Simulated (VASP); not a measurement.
**Hf: single point with PBE**

Crystal: Hf.

```
CELL_PARAMETERS angstrom
5.65429 0.00000 0.00000
0.00000 5.65429 0.00000
0.00000 0.00000 5.65429
ATOMIC_POSITIONS crystal
Hf 0.00000 0.00000 0.00000
Hf 0.50000 0.50000 0.50000
Hf 0.25000 0.00000 0.50000
Hf 0.75000 0.00000 0.50000
Hf 0.50000 0.25000 0.00000
Hf 0.50000 0.75000 0.00000
Hf 0.00000 0.50000 0.25000
Hf 0.00000 0.50000 0.75000
```

```json
{
  "Program": "VASP 6.6.1",
  "Task": "single point",
  "Functional": "PBE",
  "Potentials or basis": "VASP PAW PBE potentials, release 64 (Hf_pv)",
  "Cutoff": "520 eV",
  "k mesh": "5 × 5 × 5",
  "Occupations": "fermi-dirac, width 0.1 eV",
  "Spin": "no spin polarisation",
  "Dipole correction": "no",
  "Further INCAR settings": "ALGO = Normal; EDIFF = 1e-06; NBANDS = 50"
}
```

* Pressure: -0.4 GPa
* Band gap on the k mesh: zero (bands 40 and 41 overlap by 0.51 eV)

Levels at points of the mesh, in eV from the Fermi level:
```
           k point  band 38  band 39  band 40  band 41  band 42  band 43  band 44  band 45
(0.00, 0.00, 0.00)    -0.73    -0.43    -0.43    -0.43    -0.06     0.09     0.09     1.22
```

Run time: 93 s on 1 thread of Intel Xeon 6455B (shared host), peak memory 0.28 GiB.

Caveat: spin-orbit coupling is left out, which moves the levels of the heavy elements.
